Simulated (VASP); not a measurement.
# ZrB (Fm-3m) in VASP: notebook

ZrB is run at these levels: LDA, PBE, PBEsol, RPBE; tasks: relaxation of cell and atoms.

Everything below comes from runs of VASP 6.6.1. Logs are shortened: lines on timing, memory, paths and dates and some standing lists are left out, and cuts for length are marked.

**1. The cell of the first run**

The structure is cubic, space group Fm-3m (No. 225). The conventional cell has a = 4.650 Å, b = 4.650 Å, c = 4.650 Å, α = 90.00°, β = 90.00°, γ = 90.00°. Zr (site symmetry m-3m) has 6 B at 2.33 Å within 3.1 Å. B (site symmetry m-3m) has 6 Zr at 2.33 Å within 3.1 Å.

**2. Relaxation of cell and atoms, LDA**

INCAR reads:

```
SYSTEM = ZrB
PREC     = Accurate       ! precision mode
ENCUT    = 600            ! plane-wave cutoff, eV
EDIFF    = 1E-6           ! SCF threshold, eV
ISMEAR   = -1             ! smearing method
SIGMA    = 0.05           ! smearing width, eV
LREAL    = .FALSE.        ! projectors in reciprocal space
LASPH    = .TRUE.         ! aspherical terms in the spheres
NELM     = 100            ! most SCF steps
ALGO     = Normal         ! electronic algorithm
ISIF     = 3              ! what is computed and relaxed
LWAVE    = .FALSE.        ! write WAVECAR
LCHARG   = .FALSE.        ! write CHGCAR
GGA      = CA             ! functional
IBRION   = 2              ! ionic algorithm
NSW      = 60             ! ionic steps
EDIFFG   = -0.01          ! ionic threshold
```

KPOINTS reads:

```
regular mesh
0
G
  10 10 10
  0 0 0
```

POSCAR reads:

```
ZrB
1.0
    0.0000000000      2.3250000000      2.3250000000
    2.3250000000      0.0000000000      2.3250000000
    2.3250000000      2.3250000000      0.0000000000
Zr B
1 1
Direct
    0.0000000000      0.0000000000      0.0000000000
    0.5000000000      0.5000000000      0.5000000000
```

Potentials or basis: VASP PAW LDA potentials, release 64 (Zr_sv, B).

Command:

```console
$ cat potpaw_LDA.64/Zr_sv/POTCAR potpaw_LDA.64/B/POTCAR > POTCAR
$ mpirun -np 1 vasp_std > vasp.out
```

OUTCAR:

```text
SYSTEM = ZrB
   PREC = Accurate
   ENCUT = 600
   EDIFF = 1E-6
   ISMEAR = -1
   LREAL = .FALSE.
   LASPH = .TRUE.
   NELM = 100
   ISIF = 3
   GGA = CA
   IBRION = 2
   NSW = 60
   EDIFFG = -0.01

 ion  position               nearest neighbor table
   1  0.000  0.000  0.000-   2 2.33   2 2.33   2 2.33   2 2.33   2 2.33   2 2.33
   2  0.500  0.500  0.500-   1 2.33   1 2.33   1 2.33   1 2.33   1 2.33   1 2.33

  LATTYP: Found a face centered cubic cell.
 ALAT       =     4.6500000000

  Lattice vectors:

 A1 = (   0.0000000000,   2.3250000000,   2.3250000000)
 A2 = (   2.3250000000,   0.0000000000,   2.3250000000)
 A3 = (   2.3250000000,   2.3250000000,   0.0000000000)

Analysis of symmetry for initial positions (statically):
=====================================================================
 Subroutine PRICEL returns:
 Original cell was already a primitive cell.

 Routine SETGRP: Setting up the symmetry group for a
 face centered cubic supercell.

 Subroutine GETGRP returns: Found 48 space group operations
 (whereof 48 operations were pure point group operations)
 out of a pool of 48 trial point group operations.

The static configuration has the point symmetry O_h .

Analysis of symmetry for dynamics (positions and initial velocities):
=====================================================================
 Subroutine PRICEL returns:
 Original cell was already a primitive cell.

 Routine SETGRP: Setting up the symmetry group for a
 face centered cubic supercell.

 Subroutine GETGRP returns: Found 48 space group operations
 (whereof 48 operations were pure point group operations)
 out of a pool of 48 trial point group operations.

The dynamic configuration has the point symmetry O_h .

 Subroutine INISYM returns: Found 48 space group operations
 (whereof 48 operations are pure point group operations),
 and found     1 'primitive' translations

----------------------------------------------------------------------------------------

                                     Primitive cell

  volume of cell :      25.1362

  direct lattice vectors                    reciprocal lattice vectors
     0.000000000  2.325000000  2.325000000    -0.215053763  0.215053763  0.215053763
     2.325000000  0.000000000  2.325000000     0.215053763 -0.215053763  0.215053763
     2.325000000  2.325000000  0.000000000     0.215053763  0.215053763 -0.215053763

  length of vectors
     3.288046533  3.288046533  3.288046533     0.372484045  0.372484045  0.372484045

  position of ions in fractional coordinates (direct lattice)
     0.000000000  0.000000000  0.000000000
     0.500000000  0.500000000  0.500000000

  ion indices of the primitive-cell ions
   primitive index   ion index
                 1           1
                 2           2

----------------------------------------------------------------------------------------

 KPOINTS: regular mesh

Automatic generation of k-mesh.
 Grid dimensions read from file:
 generate k-points for:   10   10   10

 Generating k-lattice:

  Cartesian coordinates                     Fractional coordinates (reciprocal lattice)
    -0.021505376  0.021505376  0.021505376     0.100000000  0.000000000  0.000000000
     0.021505376 -0.021505376  0.021505376     0.000000000  0.100000000  0.000000000
     0.021505376  0.021505376 -0.021505376     0.000000000  0.000000000  0.100000000

  Length of vectors
     0.037248404  0.037248404  0.037248404

  Shift w.r.t. Gamma in fractional coordinates (k-lattice)
     0.000000000  0.000000000  0.000000000

 Subroutine IBZKPT returns following result:
 ===========================================

 Found     47 irreducible k-points:

 Following reciprocal coordinates:
            Coordinates               Weight
  0.000000  0.000000  0.000000      1.000000
  0.100000  0.000000  0.000000      8.000000
  0.200000  0.000000  0.000000      8.000000
  0.300000  0.000000  0.000000      8.000000
  0.400000  0.000000  0.000000      8.000000
  0.500000  0.000000  0.000000      4.000000
[... 16 lines left out ...]
  0.300000  0.300000  0.000000      6.000000
  0.400000  0.300000  0.000000     24.000000
 [... further k-points ...]
   k-points           NKPTS =     47   k-points in BZ     NKDIM =     47   number of bands    NBANDS=     11
   number of dos      NEDOS =    301   number of ions     NIONS =      2
   total plane-waves  NPLWV =  21952
   dimension x,y,z NGX =    28 NGY =   28 NGZ =   28
   dimension x,y,z NGXF=    56 NGYF=   56 NGZF=   56
   ions per type =               1   1
   NGX,Y,Z   is equivalent  to a cutoff of  14.16, 14.16, 14.16 a.u.
   NGXF,Y,Z  is equivalent  to a cutoff of  28.31, 28.31, 28.31 a.u.
 SYSTEM =  ZrB
   PREC   = accura    normal or accurate (medium, high low for compatibility)
   ISTART =      0    job   : 0-new  1-cont  2-samecut
   ICHARG =      2    charge: 1-file 2-atom 10-const
   ISPIN  =      1    spin polarized calculation?
   LNONCOLLINEAR =      F non collinear calculations
   LSORBIT =      F    spin-orbit coupling
   LASPH  =      T    aspherical Exc in radial PAW
   ENCUT  =  600.0 eV  44.10 Ry    6.64 a.u.   6.57  6.57  6.57*2*pi/ulx,y,z
   NELM   =    100;   NELMIN=  2; NELMDL= -5     # of ELM steps
   EDIFF  = 0.1E-05   stopping-criterion for ELM
   LREAL  =      F    real-space projection
   EDIFFG = -.1E-01   stopping-criterion for IOM
   NSW    =     60    number of steps for IOM
   IBRION =      2    ionic relax: 0-MD 1-quasi-New 2-CG
   NFREE  =      1    steps in history (QN), initial steepest desc. (CG)
   ISIF   =      3    stress and relaxation
   ISYM   =      2    0-nonsym 1-usesym 2-fastsym
   POTIM  = 0.5000    time-step for ionic-motion
   TEBEG  =    0.0;   TEEND  =   0.0 temperature during run
   PSTRESS=    0.0 pullay stress
   NELECT =      15.0000    total number of electrons
   NUPDOWN=      -1.0000    fix difference up-down
   EMIN   =  10.00;   EMAX   =-10.00  energy-range for DOS
   EFERMI =   0.00;   METHOD = LEGACY
   ISMEAR =    -1;   SIGMA  =   0.05  broadening in eV -4-tet -1-fermi 0-gaus
   EFERMI_NEDOS =   21; number of points for ismear=-14 and -15
   IALGO  =     38    algorithm
   IMIX   =      4    mixing-type and parameters
     AMIX     =   0.40;   BMIX     =  1.00
     AMIX_MAG =   1.60;   BMIX_MAG =  1.00
  volume/ion in A,a.u.               =      12.57        84.81
  Fermi-wavevector in a.u.,A,eV,Ry     =   1.378285  2.604581 25.846565  1.899669
  Thomas-Fermi vector in A             =   2.503360
   LORBIT       =      0    0 simple, 1 ext, 2 COOP (PROOUT), +10 PAW based schemes
   GGA     = CA    functional components
   LHFCALC =     F    Hartree Fock is set to
   AEXX    =    0.0000 exact exchange contribution
   IVDW    =     0    specifies the selected vdW correction
   LEPSILON=     F    determine dielectric tensor
   LRPA    =     F    only Hartree local field effects (RPA)
 conjugate gradient relaxation of ions
 non-spin polarized calculation
  energy-cutoff  :      600.00
  volume of cell :       25.14
 maximum number of plane-waves:       869
 NGX is ok and might be reduce to    28
   NGX = 13   NGY = 13   NGZ = 13

--------------------------------------- Ionic step        1  -------------------------------------------

 number of electron      15.0000000 magnetization

 Free energy of the ion-electron system (eV)
  ---------------------------------------------------
  ext. energy  EPLUGINS =         0.00000000
  ---------------------------------------------------
  free energy    TOTEN  =       -17.29775651 eV

  energy without entropy =      -17.28939579  energy(sigma->0) =      -17.29357615

------------------------ aborting loop because EDIFF is reached ----------------------------------------

  FORCE on cell =-STRESS in cart. coord.  units (eV):
  Direction    XX          YY          ZZ          XY          YZ          ZX
  --------------------------------------------------------------------------------------
  -------------------------------------------------------------------------------------
  Total        4.0070422      4.0070422      4.0070422      0.0000000     -0.0000000      0.0000000
  in kB      255.4086649    255.4086649    255.4086649      0.0000000     -0.0000000      0.0000000
  external PRESSURE =     255.4086649 kB  Pullay stress =       0.0000000 kB
[... 93 lines left out ...]
  energy  without entropy=      -17.5099916456  energy(sigma->0) =      -17.51562103

--------------------------------------- Ionic step        4  -------------------------------------------

 number of electron      15.0000000 magnetization

 Free energy of the ion-electron system (eV)
  ---------------------------------------------------
  ext. energy  EPLUGINS =         0.00000000
  ---------------------------------------------------
  free energy    TOTEN  =       -17.52154210 eV

  energy without entropy =      -17.51038207  energy(sigma->0) =      -17.51596209

 E-fermi :   7.7267     XC(G=0): -11.8498

 val. band max:        7.7176922175   @ k =   0.3000   0.2000   0.1000
 cond. band min:       7.8439785724   @ k =  -0.4000   0.4000   0.1000
 fundamental gap:      0.1262863549
 Fermi energy:         7.7266747589

 k-point     1 :       0.0000    0.0000    0.0000
  band No.  band energies     occupation
      1     -39.2625      2.00000
      2     -17.2216      2.00000
      3     -17.2216      2.00000
      4     -17.2216      2.00000
      5      -0.2783      2.00000
      6       9.4876      0.00000
      7       9.4876      0.00000
      8       9.4876      0.00000
      9      11.0177      0.00000
     10      11.0177      0.00000
     11      11.2608      0.00000
[... 309 lines left out ...]
 k-point    24 :       0.4000    0.3000    0.0000
  band No.  band energies     occupation
      1     -39.1843      2.00000
      2     -17.6960      2.00000
      3     -17.4137      2.00000
      4     -17.3937      2.00000
      5       1.8558      2.00000
      6       6.0590      2.00000
      7       7.1257      1.99999
      8       8.9155      0.00000
      9       9.6487      0.00000
     10      12.6599      0.00000
     11      14.0194      0.00000

 [... further k-points ...]
[... 5 lines left out ...]
  --------------------------------------------------------------------------------------
  -------------------------------------------------------------------------------------
  Total       -0.0160511     -0.0160511     -0.0160511      0.0000000     -0.0000000      0.0000000
  in kB       -0.9108658     -0.9108658     -0.9108658      0.0000000     -0.0000000      0.0000000
  external PRESSURE =      -0.9108658 kB  Pullay stress =       0.0000000 kB
[... 17 lines left out ...]
  FREE ENERGIE OF THE ION-ELECTRON SYSTEM (eV)
  ---------------------------------------------------
  free  energy   TOTEN  =       -17.5215420966 eV

  energy  without entropy=      -17.5103820750  energy(sigma->0) =      -17.51596209

 reached required accuracy - stopping structural energy minimisation
```

It took 44 s on 1 thread of Intel Xeon 6975P-C, shared host; peak memory 0.16 GiB.

Results:

```yaml
Free_energy: -17.5215 eV
Relaxed_volume: 14.12 Å³/atom
Relaxed_cell: a = 3.418 Å, b = 3.418 Å, c = 3.418 Å, α = 60.00°, β = 60.00°, γ = 60.00°
Space_group_after_relaxing_to_0.05_Å: Fm-3m (No. 225)
Energy_gained_by_relaxing: 111.9 meV/atom
Ionic_steps: 4
Pressure_after_relaxing: -0.1 GPa
```

Step by step:
```tsv
step	energy change (eV)	largest force (eV/Å)	pressure (GPa)	volume (Å³)
1	0.0000	0.0000	25.54	25.14
2	0.1394	0.0000	-20.66	33.15
3	-0.2235	0.0000	-0.77	28.34
4	-0.2238	0.0000	-0.09	28.23
```

Final structure:
```
CELL_PARAMETERS angstrom
0.00000 2.41682 2.41682
2.41682 0.00000 2.41682
2.41682 2.41682 0.00000
ATOMIC_POSITIONS crystal
Zr 0.00000 0.00000 0.00000
B 0.50000 0.50000 0.50000
```

Caveat: the volume moved by +12 % from the deposited cell, more than functionals usually miss.

(Part 1 of 2 ends here.)
